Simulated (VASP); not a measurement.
# AlN (Fm-3m) in VASP: a series of runs, part 2 of 2

VASP 6.6.1. The steps go on from the part before.

### 4 Relaxation of cell and atoms, PBE

The COD entry that gives the cell may itself be a prediction, so a difference from it is no test against experiment.

This run uses another cell than the first one, of 7.63 Å³/atom, 0.905 times its volume.

File INCAR:

```
PREC     = Accurate       # precision mode
ENCUT    = 600            # plane-wave cutoff, eV
EDIFF    = 1E-7           # SCF threshold, eV
ISMEAR   = 0              # smearing method
SIGMA    = 0.1            # smearing width, eV
LREAL    = F              # projectors in reciprocal space
LASPH    = T              # aspherical terms in the spheres
NELM     = 120            # most SCF steps
ALGO     = Normal         # electronic algorithm
ISIF     = 3              # what is computed and relaxed
LWAVE    = F              # write WAVECAR
LCHARG   = F              # write CHGCAR
GGA      = PE             # functional
IBRION   = 2              # ionic algorithm
NSW      = 90             # ionic steps
EDIFFG   = -0.04          # ionic threshold
GGA_COMPAT= F            
NELMIN   = 4
```

File KPOINTS:

```
Automatic mesh
0
Gamma
  8 8 8
```

File POSCAR:

```
AlN
1.0
    0.0000000000      1.9689999800      1.9689999800
    1.9689999800      0.0000000000      1.9689999800
    1.9689999800      1.9689999800      0.0000000000
Al N
1 1
Direct
    0.0000000000      0.0000000000      0.0000000000
    0.5000000000      0.5000000000      0.5000000000
```

Potentials or basis: VASP PAW PBE potentials, release 64 (Al, N).

The run is started by

```console
cat potpaw_PBE.64/Al/POTCAR potpaw_PBE.64/N/POTCAR > POTCAR
mpirun -np 1 vasp_std > vasp.out
```

OUTCAR:

```text
PREC = Accurate
   ENCUT = 600
   EDIFF = 1E-7
   ISMEAR = 0
   LREAL = F
   LASPH = T
   NELM = 120
   ISIF = 3
   GGA = PE
   IBRION = 2
   NSW = 90
   EDIFFG = -0.04
   NELMIN = 4

 ion  position               nearest neighbor table
   1  0.000  0.000  0.000-   2 1.97   2 1.97   2 1.97   2 1.97   2 1.97   2 1.97
   2  0.500  0.500  0.500-   1 1.97   1 1.97   1 1.97   1 1.97   1 1.97   1 1.97

  LATTYP: Found a face centered cubic cell.
 ALAT       =     3.9379999600

  Lattice vectors:

 A1 = (   0.0000000000,   1.9689999800,   1.9689999800)
 A2 = (   1.9689999800,   0.0000000000,   1.9689999800)
 A3 = (   1.9689999800,   1.9689999800,   0.0000000000)

Analysis of symmetry for initial positions (statically):
=====================================================================
 Subroutine PRICEL returns:
 Original cell was already a primitive cell.

 Routine SETGRP: Setting up the symmetry group for a
 face centered cubic supercell.

 Subroutine GETGRP returns: Found 48 space group operations
 (whereof 48 operations were pure point group operations)
[... 169 lines left out ...]

  FORCE on cell =-STRESS in cart. coord.  units (eV):
  Direction    XX          YY          ZZ          XY          YZ          ZX
  --------------------------------------------------------------------------------------
  -------------------------------------------------------------------------------------
  Total        2.8567445      2.8567445      2.8567445     -0.0000000      0.0000000     -0.0000000
  in kB      299.7884203    299.7884203    299.7884203     -0.0000000      0.0000000     -0.0000000
  external PRESSURE =     299.7884203 kB  Pullay stress =       0.0000000 kB
[... 23 lines left out ...]
--------------------------------------- Ionic step        2  -------------------------------------------

 number of electron       8.0000000 magnetization

 E-fermi :   8.9869     XC(G=0): -11.7323

 val. band max:        8.4743900745   @ k =   0.0000   0.0000   0.0000
 cond. band min:      11.9754327411   @ k =   0.5000   0.5000   0.0000
 fundamental gap:      3.5010426666
 Fermi energy:         8.9869196646

 k-point     1 :       0.0000    0.0000    0.0000
  band No.  band energies     occupation
      1      -8.0349      2.00000
      2       8.4744      2.00000
      3       8.4744      2.00000
      4       8.4744      2.00000
      5      12.5144      0.00000
      6      20.2432      0.00000
      7      20.2432      0.00000
      8      20.2432      0.00000
[... 288 lines left out ...]
--------------------------------------- Ionic step        3  -------------------------------------------

 number of electron       8.0000000 magnetization

 Free energy of the ion-electron system (eV)
  ---------------------------------------------------
  ext. energy  EPLUGINS =         0.00000000
  ---------------------------------------------------
  free energy    TOTEN  =       -14.54479502 eV

  energy without entropy =      -14.54479502  energy(sigma->0) =      -14.54479502

 E-fermi :  10.1133     XC(G=0): -12.1900

 val. band max:        9.7008361225   @ k =   0.0000   0.0000   0.0000
 cond. band min:      14.1110888038   @ k =   0.5000   0.5000   0.0000
 fundamental gap:      4.4102526813
 Fermi energy:        10.1132502490

 k-point     1 :       0.0000    0.0000    0.0000
  band No.  band energies     occupation
      1      -7.6684      2.00000
      2       9.7008      2.00000
      3       9.7008      2.00000
      4       9.7008      2.00000
      5      15.0877      0.00000
      6      21.8013      0.00000
      7      21.8013      0.00000
      8      21.8013      0.00000
[... 282 lines left out ...]
  FREE ENERGIE OF THE ION-ELECTRON SYSTEM (eV)
  ---------------------------------------------------
  free  energy   TOTEN  =       -14.5447950156 eV

  energy  without entropy=      -14.5447950156  energy(sigma->0) =      -14.54479502

 reached required accuracy - stopping structural energy minimisation
```

OSZICAR:

```text
N       E                     dE             d eps       ncg     rms          rms(c)
DAV:   1     0.145780522041E+02    0.14578E+02   -0.49178E+03   488   0.998E+02
DAV:   2    -0.158084860168E+02   -0.30387E+02   -0.28803E+02   648   0.180E+02
DAV:   3    -0.162355122823E+02   -0.42703E+00   -0.42703E+00   584   0.247E+01
[... 26 lines left out ...]
DAV:   5    -0.145447949189E+02    0.12502E-03   -0.96799E-05   512   0.100E-01    0.512E-02
DAV:   6    -0.145447952440E+02   -0.32510E-06   -0.13097E-06   592   0.120E-02    0.104E-02
DAV:   7    -0.145447952424E+02    0.15762E-08   -0.22102E-06   504   0.101E-02    0.489E-03
DAV:   8    -0.145447950488E+02    0.19363E-06   -0.37430E-08   232   0.178E-03    0.738E-04
DAV:   9    -0.145447950156E+02    0.33186E-07   -0.27553E-09   232   0.621E-04
   3 F= -.14544795E+02 E0= -.14544795E+02  d E =-.135412E+00
```

Run time: 5 s. Hardware: 1 thread of Intel Xeon 6975P-C (Granite Rapids), shared host; peak memory 0.13 GiB.

What came out:

- Free energy: -14.5448 eV
- Relaxed volume: 8.43 Å³/atom
- Relaxed cell: a = 2.879 Å, b = 2.879 Å, c = 2.879 Å, α = 60.00°, β = 60.00°, γ = 60.00°
- Space group after relaxing (to 0.05 Å): Fm-3m (No. 225)
- Energy gained by relaxing: 67.7 meV/atom
- Ionic steps: 3
- Pressure after relaxing: -0.4 GPa
- Band gap on the k mesh: 4.41 eV, indirect (least direct gap 5.39 eV)

The path:
```
step  energy change (eV)  largest force (eV/Å)  pressure (GPa)  volume (Å³)
   1              0.0000                0.0000           29.98        15.27
   2             -0.0073                0.0000          -20.86        18.65
   3             -0.1354                0.0000           -0.40        16.87
```

Final structure:
```
CELL_PARAMETERS angstrom
0.00000 2.03545 2.03545
2.03545 0.00000 2.03545
2.03545 2.03545 0.00000
ATOMIC_POSITIONS crystal
Al 0.00000 0.00000 0.00000
N 0.50000 0.50000 0.50000
```

Caveat: the volume moved by +10 % from the deposited cell, more than functionals usually miss. PBE usually gives volumes a little too large and moduli too small.

### 5 Relaxation of cell and atoms, PBE

This run uses another cell than the first one, of 8.41 Å³/atom, 0.998 times its volume.

File INCAR:

```
SYSTEM = AlN
PREC     = Accurate       ! precision mode
ENCUT    = 600            ! plane-wave cutoff, eV
EDIFF    = 1E-7           ! SCF threshold, eV
ISMEAR   = 0              ! smearing method
SIGMA    = 0.1            ! smearing width, eV
LREAL    = .False.        ! projectors in reciprocal space
LASPH    = .True.         ! aspherical terms in the spheres
NELM     = 120            ! most SCF steps
ALGO     = Normal         ! electronic algorithm
ISIF     = 3              ! what is computed and relaxed
LWAVE    = .False.        ! write WAVECAR
LCHARG   = .False.        ! write CHGCAR
GGA      = PE             ! functional
IBRION   = 2              ! ionic algorithm
NSW      = 90             ! ionic steps
EDIFFG   = -0.04          ! ionic threshold
GGA_COMPAT= .False.      
NELMIN   = 4
```

File KPOINTS:

```
regular mesh
0
Gamma
  8 8 8
  0 0 0
```

File POSCAR:

```
AlN
1.0
    0.0000000000      2.0338324059      2.0338324059
    2.0338324059      0.0000000000      2.0338324059
    2.0338324059      2.0338324059      0.0000000000
Al N
1 1
Direct
    0.0000000000      0.0000000000      0.0000000000
    0.5000000000      0.5000000000      0.5000000000
```

Potentials or basis: VASP PAW PBE potentials, release 64 (Al, N).

The run is started by

```console
cat potpaw_PBE.64/Al/POTCAR potpaw_PBE.64/N/POTCAR > POTCAR
mpirun -np 1 vasp_std > vasp.out
```

OUTCAR:

```text
SYSTEM = AlN
   PREC = Accurate
   ENCUT = 600
   EDIFF = 1E-7
   ISMEAR = 0
   LREAL = .False.
   LASPH = .True.
   NELM = 120
   ISIF = 3
   GGA = PE
   IBRION = 2
   NSW = 90
   EDIFFG = -0.04
   NELMIN = 4

 ion  position               nearest neighbor table
   1  0.000  0.000  0.000-   2 2.03   2 2.03   2 2.03   2 2.03   2 2.03   2 2.03
   2  0.500  0.500  0.500-   1 2.03   1 2.03   1 2.03   1 2.03   1 2.03   1 2.03

  LATTYP: Found a face centered cubic cell.
 ALAT       =     4.0676648118
[... 446 lines left out ...]
      3       6.0975      2.00000
      4       7.7914      2.00000
      5      18.0362      0.00000
      6      18.1329      0.00000
      7      21.8678      0.00000
      8      22.3354      0.00000

 [... further k-points ...]
[... 5 lines left out ...]
  --------------------------------------------------------------------------------------
  -------------------------------------------------------------------------------------
  Total        0.0113681      0.0113681      0.0113681     -0.0000000      0.0000000     -0.0000000
  in kB        1.0824902      1.0824902      1.0824902     -0.0000000      0.0000000     -0.0000000
  external PRESSURE =       1.0824902 kB  Pullay stress =       0.0000000 kB

 VOLUME and BASIS-vectors are now :
 -----------------------------------------------------------------------------
  energy-cutoff  :      600.00
  volume of cell :       16.83
      direct lattice vectors                 reciprocal lattice vectors
     0.000000000  2.033832406  2.033832406    -0.245841299  0.245841299  0.245841299
     2.033832406  0.000000000  2.033832406     0.245841299 -0.245841299  0.245841299
     2.033832406  2.033832406  0.000000000     0.245841299  0.245841299 -0.245841299

 POSITION                                       TOTAL-FORCE (eV/Angst)
 -----------------------------------------------------------------------------------
      0.00000      0.00000      0.00000         0.000000      0.000000     -0.000000
      2.03383      2.03383      2.03383        -0.000000     -0.000000      0.000000
 -----------------------------------------------------------------------------------
    total drift:                               -0.000000     -0.000000      0.000000

  FREE ENERGIE OF THE ION-ELECTRON SYSTEM (eV)
  ---------------------------------------------------
  free  energy   TOTEN  =       -14.5472360519 eV

  energy  without entropy=      -14.5472360519  energy(sigma->0) =      -14.54723605

 reached required accuracy - stopping structural energy minimisation
```

CONTCAR:

```text
AlN
   1.00000000000000
     0.0000000000000000    2.0338324059000001    2.0338324059000001
     2.0338324059000001    0.0000000000000000    2.0338324059000001
     2.0338324059000001    2.0338324059000001    0.0000000000000000
  Al              N
     1     1
Direct
     0.0000000000000000    0.0000000000000000    0.0000000000000000
     0.5000000000000000    0.5000000000000000    0.5000000000000000

  0.00000000E+00  0.00000000E+00  0.00000000E+00
  0.00000000E+00  0.00000000E+00  0.00000000E+00
```

Run time: 2.7 s. Hardware: 1 thread of Intel Xeon 6975P-C (Granite Rapids), shared host; peak memory 0.13 GiB.

Results:

| Quantity | Value |
| --- | --- |
| Free energy | -14.5472 eV |
| Pressure after relaxing | 0.1 GPa |
| Band gap on the k mesh | 4.43 eV, indirect (least direct gap 5.42 eV) |

Final structure:
```
Al N
1.0
     0.00000    2.03383    2.03383
     2.03383    0.00000    2.03383
     2.03383    2.03383    0.00000
Al N
1 1
Direct
  0.00000 0.00000 0.00000
  0.50000 0.50000 0.50000
```

Caveat: the relaxation stopped at its first step, so nothing moved.

### 6 Summary

```tsv
task	cell	k mesh	smearing	gap on the mesh (eV)	pressure (GPa)
single point	a = 2.878 Å, angles 60.0°, 2 atoms	10 × 10 × 10	gaussian 0.02 eV	4.41	-0.4
relaxation of cell and atoms	relaxed from a = 2.785 Å, angles 60.0°, 2 atoms	8 × 8 × 8	gaussian 0.1 eV	4.41	-0.4
relaxation of cell and atoms	relaxed from a = 2.876 Å, angles 60.0°, 2 atoms	8 × 8 × 8	gaussian 0.1 eV	4.43	0.1
```

Alike in all rows: level PBE; potentials or basis VASP PAW PBE potentials, release 64 (Al, N); no spin polarisation; cutoff (eV) 600.

Caveats: the volume moved by +10 % from the deposited cell, more than functionals usually miss (some runs); the relaxation stopped at its first step, so nothing moved (some runs).

Absolute energies hang on the potentials; compare differences alone.
